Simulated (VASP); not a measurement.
A run of VASP 6.6.1:

The input INCAR:

```
SYSTEM = BiTe
  PREC = Accurate
  ENCUT = 520
  EDIFF = 1E-6
  ISMEAR = -1
  SIGMA = 0.05
  LREAL = .FALSE.
  LASPH = .TRUE.
  NELM = 60
  ALGO = Normal
  ISIF = 2
  LWAVE = .FALSE.
  LCHARG = .FALSE.
  GGA = CA
  NBANDS = 18
```

Contents of KPOINTS:

```
regular mesh
0
G
  7 7 7
  0 0 0
```

File POSCAR:

```
BiTe
1.0
    0.0000000000      3.1912784242      3.1912784242
    3.1912784242      0.0000000000      3.1912784242
    3.1912784242      3.1912784242      0.0000000000
Bi Te
1 1
Direct
    0.0000000000      0.0000000000      0.0000000000
    0.5000000000      0.5000000000      0.5000000000
```

Potentials or basis: VASP PAW LDA potentials, release 64 (Bi_d, Te).

The run is started by

```console
$ cat potpaw_LDA.64/Bi_d/POTCAR potpaw_LDA.64/Te/POTCAR > POTCAR
$ mpirun -np 1 vasp_std > vasp.out
```

Hardware: 1 thread of Intel Xeon 8259CL, with other jobs on the host.

**Question.** Estimate the wall time of this run.

**Answer.** It took 34 s on 1 thread of Intel Xeon 8259CL, with other jobs on the host, peak memory 0.18 GiB. Counts: scf iterations 11, k points 20.
